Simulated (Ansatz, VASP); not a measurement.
## Two plane-wave programs on H

```
H
1.0
     7.67810    0.00000    0.00000
    -3.83905    6.64943    0.00000
     0.00000    0.00000   21.46030
H
2
Cartesian
  0.2414 4.8463 13.9213
  -0.2110 4.3900 14.3083
```

Alike in both runs: task single point; functional PBE; dispersion D3(BJ); k mesh 3 × 3 × 1; occupations gaussian, width 0.05 eV; no spin polarisation.

```csv
,VASP,Ansatz
version,VASP 6.6.1,Ansatz 0.2.0
potentials or method,"VASP PAW PBE potentials, release 64 (H), cutoff 520 eV","scalar-relativistic, plane waves, PAW"
valence electrons in the cell,2,2
```

VASP gave:

| Quantity | Value |
| --- | --- |
| gap on the k mesh at the Fermi level (eV) | 10.10 |
| rms of the force components (eV/Å) | 0.004 |

What did Ansatz give for the same quantities?

gap on the k mesh at the Fermi level (eV): 10.09; rms of the force components (eV/Å): 0.003.

Atom by atom the forces differ by 0.007 eV/Å (rms over components).
